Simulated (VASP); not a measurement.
Set up this calculation in VASP 6.6.1, as the native input.

| Quantity | Value |
| --- | --- |
| Task | single point |
| Functional | RPBE |
| Potentials or basis | VASP PAW PBE potentials, release 64 (B) |
| Cutoff | 520 eV |
| k mesh | 18 × 18 × 18 |
| Occupations | fermi-dirac, width 0.1 eV |
| Spin | no spin polarisation |
| Dipole correction | no |
| Further INCAR settings | ALGO = Normal; EDIFF = 1e-06; NBANDS = 8 |

The structure of B lies in POSCAR:

```
B
1.0
    0.0000000000      1.4407123703      1.4407123703
    1.4407123703      0.0000000000      1.4407123703
    1.4407123703      1.4407123703      0.0000000000
B
1
Direct
    0.0000000000      0.0000000000      0.0000000000
```

One way to write it, as run:

INCAR

```
SYSTEM = B
ALGO = Normal ; EDIFF = 1E-6
ENCUT = 520 ; GGA = RP
ISIF = 2 ; ISMEAR = -1
LASPH = .True. ; LCHARG = .True.
LELF = .True. ; LREAL = .False.
LVHAR = .True. ; LWAVE = .False.
NBANDS = 8 ; NELM = 80
PREC = Accurate ; SIGMA = 0.1
```

KPOINTS

```
k-points
0
Gamma
  18 18 18
  0 0 0
```

Potentials or basis: VASP PAW PBE potentials, release 64 (B).

Command:

```console
$ cat potpaw_PBE.64/B/POTCAR > POTCAR
$ mpirun -np 1 vasp_std > vasp.out
```

Results of the run:

```
Pressure : -0.2 GPa
```

Caveat: the PAW data sets were made with another functional, which shifts forces and pressure a little.

It took 7.5 s on 1 thread of AMD EPYC 9R45 (Zen 5) (shared host), peak memory 0.08 GiB.
